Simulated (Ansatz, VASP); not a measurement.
**BAs in VASP and in Ansatz**

Contents of INCAR:

```
PREC = Accurate ; ENCUT = 520
EDIFF = 1E-7 ; ISMEAR = -1
SIGMA = 0.05 ; LREAL = False
LASPH = True ; NELM = 80
ALGO = Normal ; ISIF = 2
LWAVE = False ; LCHARG = False
GGA = PE ; NBANDS = 11
```

KPOINTS

```
Automatic mesh
0
Gamma
  13 13 13
```

Contents of POSCAR:

```
BAs
1.0
    0.0000000000      2.3562190158      2.3562190158
    2.3562190158      0.0000000000      2.3562190158
    2.3562190158      2.3562190158      0.0000000000
B As
1 1
Direct
    0.0000000000      0.0000000000      0.0000000000
    0.7500000000      0.7500000000      0.7500000000
```

Input for Ansatz:

```yaml
crystal:
  lattice:
    - [0.0, 2.3562190158, 2.3562190158]
    - [2.3562190158, 0.0, 2.3562190158]
    - [2.3562190158, 2.3562190158, 0.0]
  atoms:
    - { symbol: B, position: [0.0, 0.0, 0.0] }
    - { symbol: As, position: [0.75, 0.75, 0.75] }
kpoints:
  mp_grid: { grid: [13, 13, 13] }
scf:
  occupations: { method: fermi_dirac, width: 0.05 }
hamiltonian:
  xc: pbe
  pseudopotentials: { kind: all_electron, lapw: { basis_error: 0.0005 } }
output:
  forces: true
  stress: true
  eigenvalues: true
```

Change from the starting cell: volume scaled by 0.96.

Alike in both runs: task single point; functional PBE; k mesh 13 × 13 × 13; occupations fermi-dirac, width 0.05 eV; no spin polarisation.

```csv
,VASP,Ansatz
version,VASP 6.6.1,Ansatz 0.2.0
potentials or method,"VASP PAW PBE potentials, release 64 (B, As), cutoff 520 eV","all-electron LAPW, scalar-relativistic"
```

|  | VASP | Ansatz | Ansatz less VASP |
| --- | --- | --- | --- |
| pressure (GPa) | 9.9 | 9.0 | -0.85 |

Ansatz ran all-electron here, and VASP with PAW potentials.
